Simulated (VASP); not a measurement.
A run of VASP 6.6.1 is set up as follows.

INCAR

```
SYSTEM = MgS
  PREC = Accurate
  ENCUT = 520
  EDIFF = 1E-7
  ISMEAR = -1
  SIGMA = 0.05
  LREAL = .False.
  LASPH = .True.
  NELM = 80
  ALGO = Normal
  ISIF = 2
  LWAVE = .False.
  LCHARG = .False.
  GGA = PS
  IBRION = 2
  NSW = 60
  EDIFFG = -0.01
```

KPOINTS

```
Automatic mesh
0
Gamma
  7 7 4
  0 0 0
```

The input POSCAR:

```
MgS
1.0
    3.9539299587      0.0000000000      0.0000000000
   -1.9769649793      3.4242037890      0.0000000000
    0.0000000000      0.0000000000      6.4322941800
S Mg
2 2
Direct
    0.6666666667      0.3333333333      0.8792441500
    0.3333333333      0.6666666667      0.3792441500
    0.3333333333      0.6666666667      0.9957548500
    0.6666666667      0.3333333333      0.4957548500
```

Potentials or basis: VASP PAW PBE potentials, release 64 (S, Mg).

Launch:

```bash
$ cat potpaw_PBE.64/S/POTCAR potpaw_PBE.64/Mg/POTCAR > POTCAR
$ mpirun -np 1 vasp_std > vasp.out
```

Question: What does it give for the energy gained by relaxing?

Answer: 2.0 meV/atom.

Question: What does it give for the band gap on the k mesh?

Answer: 3.56 eV.

Final structure:
```xyz
4
Lattice="3.9539 0.0000 0.0000 -1.9770 3.4242 0.0000 0.0000 0.0000 6.4323" Properties=species:S:1:pos:R:3 pbc="T T T"
S     1.9770    1.1414    5.6363
S     0.0000    2.2828    2.4201
Mg    0.0000    2.2828    6.4243
Mg    1.9770    1.1414    3.2081
```
